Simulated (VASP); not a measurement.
A run of VASP 6.6.1:

File INCAR:

```
ALGO = Normal ; EDIFF = 1E-7
ENCUT = 520 ; GGA = PE
ISIF = 2 ; ISMEAR = 0
LASPH = True ; LCHARG = False
LREAL = False ; LWAVE = False
NBANDS = 18 ; NELM = 80
PREC = Accurate ; SIGMA = 0.017
```

KPOINTS

```
k-points
0
Gamma
  12 12 12
```

POSCAR

```
Si2Mo
1.0
   -1.6000000000      1.6000000000      3.9305000000
    1.6000000000     -1.6000000000      3.9305000000
    1.6000000000      1.6000000000     -3.9305000000
Mo Si
1 2
Direct
    0.0000000000      0.0000000000      0.0000000000
    0.6670000000      0.6670000000      0.0000000000
    0.3330000000      0.3330000000      0.0000000000
```

Potentials or basis: VASP PAW PBE potentials, release 64 (Mo_sv, Si).

Command:

```bash
$ cat potpaw_PBE.64/Mo_sv/POTCAR potpaw_PBE.64/Si/POTCAR > POTCAR
$ mpirun -np 1 vasp_std > vasp.out
```

Hardware: 1 thread of Intel(R) Xeon(R) Platinum 8488C (Sapphire Rapids) (shared host).

Q: Estimate the wall time of this run.

A: Run time: 2.4 min on 1 thread of Intel(R) Xeon(R) Platinum 8488C (Sapphire Rapids) (shared host), peak memory 0.27 GiB. Counts: scf iterations 15, k points 163.
